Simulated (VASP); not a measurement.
A run of VASP 6.6.1 is set up as follows.

File INCAR:

```
SYSTEM = Be
PREC     = Accurate       ! precision mode
ENCUT    = 520            ! plane-wave cutoff, eV
EDIFF    = 1E-6           ! SCF threshold, eV
ISMEAR   = 0              ! smearing method
SIGMA    = 0.1            ! smearing width, eV
LREAL    = .FALSE.        ! projectors in reciprocal space
LASPH    = .TRUE.         ! aspherical terms in the spheres
NELM     = 100            ! most SCF steps
ALGO     = Normal         ! electronic algorithm
ISIF     = 2              ! what is computed and relaxed
LWAVE    = .FALSE.        ! write WAVECAR
LCHARG   = .FALSE.        ! write CHGCAR
GGA      = PE             ! functional
NBANDS   = 7              ! bands
```

File KPOINTS:

```
Automatic mesh
0
G
  30 30 30
  0 0 0
```

Contents of POSCAR:

```
Be
1.0
    0.0000000000      1.5784156514      1.5784156514
    1.5784156514      0.0000000000      1.5784156514
    1.5784156514      1.5784156514      0.0000000000
Be
1
Direct
    0.0000000000      0.0000000000      0.0000000000
```

Potentials or basis: VASP PAW PBE potentials, release 64 (Be).

Command:

```bash
$ cat potpaw_PBE.64/Be/POTCAR > POTCAR
$ mpirun -np 1 vasp_std > vasp.out
```

Task: Predict the pressure.

Result: 0.1 GPa.

Task: Estimate the band gap on the k mesh.

Result: Zero (band 1 reaches 8.20 eV, above the bottom of band 2 at 7.50 eV).
